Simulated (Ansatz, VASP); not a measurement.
## TaVN2: VASP beside Ansatz

```
CELL_PARAMETERS angstrom
3.04987 0.00000 0.00000
0.00000 3.04987 0.00000
0.00000 0.00000 4.29606
ATOMIC_POSITIONS crystal
Ta 0.00000 0.00000 0.00000
V 0.50000 0.50000 0.50000
N 0.50000 0.50000 0.00000
N 0.00000 0.00000 0.50000
```

Alike in both runs: task single point; functional LDA; k mesh 9 × 9 × 6; occupations fermi-dirac, width 0.05 eV; collinear spin.

```csv
,VASP,Ansatz
version,VASP 6.6.1,Ansatz 0.2.0
potentials or method,"VASP PAW LDA potentials, release 64 (Ta_pv, V_sv, N), cutoff 600 eV","all-electron LAPW, scalar-relativistic"
```

|  | VASP | Ansatz | Ansatz less VASP |
| --- | --- | --- | --- |
| gap on the k mesh at the Fermi level (eV) | none | none | - |
| pressure (GPa) | -18.0 | -19.3 | -1.31 |
| traceless stress, the component that is largest in VASP (GPa) | -1.75 | -1.68 | +0.071 |
| net moment per atom (μB) | 0.00 | 0.05 | +0.047 |
| size of the moment on the site where the two differ most (μB) | 0.00 | 0.18 | +0.179 |

LDA's correlation is that of Perdew and Zunger in VASP and of Perdew and Wang (1992) in Ansatz. Site moments also hang on the region over which each program counts them. A gap of «none» marks a metal or a gap that the smearing closes. Ansatz ran all-electron here, and VASP with PAW potentials.

Neither program's run includes spin-orbit coupling.
